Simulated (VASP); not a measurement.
CuO, 2 atoms in the cell. The typed cell holds 2 atoms: a = 2.993 Å, b = 2.993 Å, c = 2.993 Å, α = 60.00°, β = 60.00°, γ = 60.00°. 

- Program: VASP 6.6.1
- Task: single point
- Functional: PBEsol
- Potentials or basis: VASP PAW PBE potentials, release 64 (Cu, O)
- Cutoff: 520 eV
- k mesh: 11 × 11 × 11
- Occupations: fermi-dirac, width 0.05 eV
- Spin: no spin polarisation
- Hubbard terms: Cu d U = 4.5 eV
- Dipole correction: no
- Further INCAR settings: ALGO = Normal; EDIFF = 1e-07; NBANDS = 16

Potentials or basis: VASP PAW PBE potentials, release 64 (Cu, O).

Launch:

```bash
$ cat potpaw_PBE.64/Cu/POTCAR potpaw_PBE.64/O/POTCAR > POTCAR
$ mpirun -np 1 vasp_std > vasp.out
```

Hardware: 1 thread of Intel(R) Xeon(R) 6975P-C (Granite Rapids) (shared host).

**Question.** Estimate the wall time of this run.

**Answer.** It took 64 s on 1 thread of Intel(R) Xeon(R) 6975P-C (Granite Rapids) (shared host), peak memory 0.31 GiB. Counts: scf iterations 14, k points 666.
